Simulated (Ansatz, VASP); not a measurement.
MgO: VASP beside Ansatz

INCAR

```
PREC = Accurate
ENCUT = 520
EDIFF = 1E-7
ISMEAR = 0
SIGMA = 0.05
LREAL = F
LASPH = T
NELM = 100
ALGO = Normal
ISIF = 2
LWAVE = F
LCHARG = F
GGA = PS
NBANDS = 11
```

KPOINTS

```
Automatic mesh
0
Gamma
  10 10 10
```

Contents of POSCAR:

```
MgO
1.0
    0.0000000000      2.1075959641      2.1075959641
    2.1075959641      0.0000000000      2.1075959641
    2.1075959641      2.1075959641      0.0000000000
Mg O
1 1
Direct
    0.0189270304      0.0189270304     -0.0189270304
    0.4712468609      0.4712468609      0.5287531391
```

Input for Ansatz:

```yaml
crystal:
  lattice:
    - [0.0, 2.1075959641, 2.1075959641]
    - [2.1075959641, 0.0, 2.1075959641]
    - [2.1075959641, 2.1075959641, 0.0]
  atoms:
    - { symbol: Mg, position: [0.0189270304, 0.0189270304, -0.0189270304] }
    - { symbol: O, position: [0.4712468609, 0.4712468609, 0.5287531391] }
basis:
  ecutwfc: 520.0
kpoints:
  mp_grid: { grid: [10, 10, 10] }
hamiltonian:
  xc: pbesol
  pseudopotentials: { kind: paw, azcp: { folder: soft_1 } }
scf:
  occupations: { method: gaussian, width: 0.05 }
output:
  forces: true
  stress: true
  eigenvalues: true
```

Change from the starting cell: mode 6 frozen in at -0.121 Å, equal normal strain along x, y and z +0.0000.

Alike in both runs: task single point; functional PBEsol; k mesh 10 × 10 × 10; occupations gaussian, width 0.05 eV; no spin polarisation.

|  | VASP | Ansatz |
| --- | --- | --- |
| version | VASP 6.6.1 | Ansatz 0.2.0 |
| potentials or method | VASP PAW PBE potentials, release 64 (Mg, O), cutoff 520 eV | scalar-relativistic, plane waves, PAW |
| valence electrons in the cell | 8 | 16 |

```tsv
	VASP	Ansatz	Ansatz less VASP
gap on the k mesh at the Fermi level (eV)	4.60	4.61	+0.005
least direct gap on the mesh (eV)	4.60	4.61	+0.005
pressure (GPa)	3.5	4.0	+0.49
traceless stress, the component that is largest in VASP (GPa)	10.07	9.86	-0.213
rms of the force components (eV/Å)	0.813	0.800	-0.0120
```

VASP's potentials were made for PBE, not for PBEsol, and Ansatz warns of the same on its side. Atom by atom the forces differ by 0.012 eV/Å (rms over components). VASP's potentials hold 8 valence electrons a cell and Ansatz's 16, so a difference there can come from the potentials and not from the codes.
